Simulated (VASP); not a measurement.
Wanted: the native input for a VASP 6.6.1 run.

```yaml
Task: single point
Functional: PBE
Potentials_or_basis: VASP PAW PBE potentials, release 64 (Cu, I)
Cutoff: 520 eV
k_mesh: 8 × 8 × 8
Occupations: gaussian, width 0.02 eV
Spin: no spin polarisation
Dipole_correction: no
Further_INCAR_settings: ALGO = Normal; EDIFF = 1e-06; NBANDS = 16
```

The structure of CuI lies in POSCAR:

```
CuI
1.0
    0.0000000000      3.1371027893      3.1371027893
    3.1371027893      0.0000000000      3.1371027893
    3.1371027893      3.1371027893      0.0000000000
Cu I
1 1
Direct
    0.2500000000      0.2500000000      0.2500000000
    0.0000000000      0.0000000000      0.0000000000
```

These files were run (other wordings do the same):

INCAR

```
SYSTEM = CuI
PREC = Accurate ; ENCUT = 520
EDIFF = 1E-6 ; ISMEAR = 0
SIGMA = 0.02 ; LREAL = .False.
LASPH = .True. ; NELM = 60
ALGO = Normal ; ISIF = 2
LWAVE = .False. ; LCHARG = .True.
GGA = PE ; LELF = .True.
LVHAR = .True. ; NBANDS = 16
```

KPOINTS

```
regular mesh
0
Gamma
  8 8 8
  0 0 0
```

Potentials or basis: VASP PAW PBE potentials, release 64 (Cu, I).

Launch:

```sh
$ cat potpaw_PBE.64/Cu/POTCAR potpaw_PBE.64/I/POTCAR > POTCAR
$ mpirun -np 1 vasp_std > vasp.out
```

It gave:

```yaml
Pressure: -2.9 GPa
Band_gap_on_the_k_mesh: 0.90 eV
```

Caveat: spin-orbit coupling is left out, which moves the levels of the heavy elements.

Wall time 43 s on 1 thread of Intel Xeon 8259CL, on a shared host, peak memory 0.21 GiB.
